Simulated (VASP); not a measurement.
# CsSrMg6: single point with PBE

Crystal: CsSrMg6.

```xyz
8
Lattice="5.2227 0.0000 0.0000 0.0000 3.6172 7.0604 0.0000 -3.6172 7.0604" Properties=species:S:1:pos:R:3 pbc="T T T"
Cs    2.5840   -0.0735    2.4878
Sr    2.6211    0.0397    9.4917
Mg   -0.0026    0.0412   12.0957
Mg    0.0101    0.0029    5.1643
Mg   -0.0171   -1.6650    7.6538
Mg   -0.0435    1.6537    7.5957
Mg    2.5790   -1.8937    5.9939
Mg    2.5494    1.8640    5.9496
```

This cell differs from its parent crystal: atoms moved at random.

```yaml
Program: VASP 6.6.1
Task: single point
Functional: PBE
Potentials_or_basis: VASP PAW PBE potentials, release 64 (Cs_sv, Sr_sv, Mg)
Cutoff: 520 eV
k_mesh: 5 × 4 × 4
Occupations: fermi-dirac, width 0.05 eV
Spin: no spin polarisation
Dipole_correction: no
Further_INCAR_settings: ALGO = Fast; EDIFF = 1e-06; NBANDS = 26
```

```
Pressure      : 0.0 GPa
Largest force : 0.225 eV/Å
```

Forces in eV/Å, atoms in the order of the input:
```
Cs   0.009  0.198  0.107
Sr  -0.064 -0.207  0.008
Mg  -0.047 -0.025  0.063
Mg  -0.079 -0.052 -0.132
Mg  -0.009 -0.062  0.007
Mg   0.015  0.108  0.035
Mg   0.067  0.042 -0.032
Mg   0.108 -0.002 -0.056
```

Stress tensor (GPa, compression positive):
```
-0.33  0.00 -0.10
 0.00  0.04  0.14
-0.10  0.14  0.38
```

Levels at points of the mesh, in eV from the Fermi level:
```
           k point  band 12  band 13  band 14  band 15  band 16  band 17  band 18  band 19  band 20  band 21
(0.00, 0.00, 0.00)    -1.92    -1.42    -0.51    -0.34    -0.33     0.06     1.11     1.15     1.44     1.53
(0.00, 0.50, 0.00)    -2.08     0.00     0.02     0.15     0.19     0.52     0.78     0.98     1.14     1.77
(0.00, 0.00, 0.50)    -2.11     0.00     0.04     0.15     0.17     0.58     0.73     0.99     1.12     1.77
(0.00, 0.50, 0.50)    -2.45    -0.68    -0.61     0.22     0.48     0.82     0.85     0.89     1.15     1.64
```

It took 13 min on 1 thread of Oxide Virtual Turin-like Processor, with other jobs on the host, peak memory 0.53 GiB.

Caveat: the cell differs from its parent crystal (atoms moved at random); spin-orbit coupling is left out, which moves the levels of the heavy elements.
